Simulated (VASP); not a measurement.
Write the native input for VASP 6.6.1 that does the following.

- Task: single point
- Functional: LDA
- Potentials or basis: VASP PAW LDA potentials, release 64 (Hf_pv, C)
- Cutoff: 520 eV
- k mesh: 17 × 17 × 17
- Occupations: fermi-dirac, width 0.08 eV
- Spin: no spin polarisation
- Dipole correction: no
- Further INCAR settings: ALGO = Normal; EDIFF = 1e-06; NBANDS = 14

The structure of HfC (rocksalt type) lies in POSCAR:

```
HfC
1.0
    0.0000000000      2.1224242169      2.1224242169
    2.1224242169      0.0000000000      2.1224242169
    2.1224242169      2.1224242169      0.0000000000
Hf C
1 1
Direct
    0.0000000000      0.0000000000      0.0000000000
    0.5000000000      0.5000000000      0.5000000000
```

These files were run (other wordings do the same):

INCAR

```
PREC = Accurate ; ENCUT = 520
EDIFF = 1E-6 ; ISMEAR = -1
SIGMA = 0.08 ; LREAL = False
LASPH = True ; NELM = 100
ALGO = Normal ; ISIF = 2
LWAVE = False ; LCHARG = True
GGA = CA ; LELF = True
LVHAR = True ; NBANDS = 14
```

KPOINTS

```
Automatic mesh
0
Gamma
  17 17 17
```

Potentials or basis: VASP PAW LDA potentials, release 64 (Hf_pv, C).

The run is started by

```bash
$ cat potpaw_LDA.64/Hf_pv/POTCAR potpaw_LDA.64/C/POTCAR > POTCAR
$ mpirun -np 1 vasp_std > vasp.out
```

It gave:

| Property | Result |
| --- | --- |
| Pressure | 94.3 GPa |
| Band gap on the k mesh | zero (bands 7 and 8 overlap by 1.59 eV) |

Caveat: the cell stands under pressure; spin-orbit coupling is left out, which moves the levels of the heavy elements.

Wall time 41 s on 1 thread of Intel Xeon 8259CL, on a shared host, peak memory 0.16 GiB.
